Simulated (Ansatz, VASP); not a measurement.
**One calculation of Ir, two programs**

INCAR

```
ALGO     = Normal         # electronic algorithm
EDIFF    = 1E-7           # SCF threshold, eV
EDIFFG   = -0.001         # ionic threshold
ENCUT    = 500            # plane-wave cutoff, eV
GGA      = PS             # functional
GGA_COMPAT= False        
IBRION   = 2              # ionic algorithm
ISIF     = 3              # what is computed and relaxed
ISMEAR   = -1             # smearing method
IVDW     = 12             # dispersion correction
LASPH    = True           # aspherical terms in the spheres
LCHARG   = False          # write CHGCAR
LREAL    = False          # projectors in reciprocal space
LWAVE    = False          # write WAVECAR
NELM     = 120            # most SCF steps
NELMIN   = 4            
NSW      = 80             # ionic steps
PREC     = Accurate       # precision mode
SIGMA    = 0.01           # smearing width, eV
```

The input KPOINTS:

```
k-points
0
Gamma
  12 12 7
```

Contents of POSCAR:

```
Ir
1.0
    2.7513780000      0.0000000000      0.0000000000
   -1.3756890000      2.3827632434      0.0000000000
    0.0000000000      0.0000000000      4.4622900000
Ir
2
Direct
    0.6666666667      0.3333333333      0.7500000000
    0.3333333333      0.6666666667      0.2500000000
```

Input for Ansatz:

```yaml
crystal:
  lattice:
    a: 2.751378
    b: 2.751378
    c: 4.46229
    alpha: 90.0
    beta: 90.0
    gamma: 120.0
  space_group: 194
  atoms:
    - { symbol: Ir, position: [0.6666666666666666, 0.3333333333333333, 0.75] }
basis:
  ecutwfc: 470.0
kpoints:
  mp_grid:
    grid: [12, 12, 7]
hamiltonian:
  xc: pbesol
  dispersion: d3bj
scf:
  n_extra_bands: 8
  convergence:
    dr2_threshold: 1.0e-08
  occupations:
    method: fermi_dirac
    width: 0.01
relax:
  f_tol: 0.001
  cell: {}
```

Alike in both runs: task relaxation of cell and atoms; functional PBEsol; dispersion D3(BJ); k mesh 12 × 12 × 7; occupations fermi-dirac, width 0.01 eV; no spin polarisation.

|  | VASP | Ansatz |
| --- | --- | --- |
| version | VASP 6.6.1 | Ansatz 0.2.0 |
| potentials or method | VASP PAW PBE potentials, release 64 (Ir_sv_GW), cutoff 500 eV | plane waves, PAW |
| valence electrons in the cell | 34 | 34 |

Ansatz gave:

| Item | Value |
| --- | --- |
| relaxed volume (Å³/atom) | 13.81 |
| relaxed cell length with the largest relative difference (Å) | 4.391 |

**Question.** What did VASP give for the same quantities?

**Answer.** Relaxed volume (Å³/atom): 13.71; relaxed cell length with the largest relative difference (Å): 4.380.

VASP's potentials were made for PBE, not for PBEsol. Ansatz's warnings: stress scf threshold loose.

Spin-orbit coupling is off throughout.
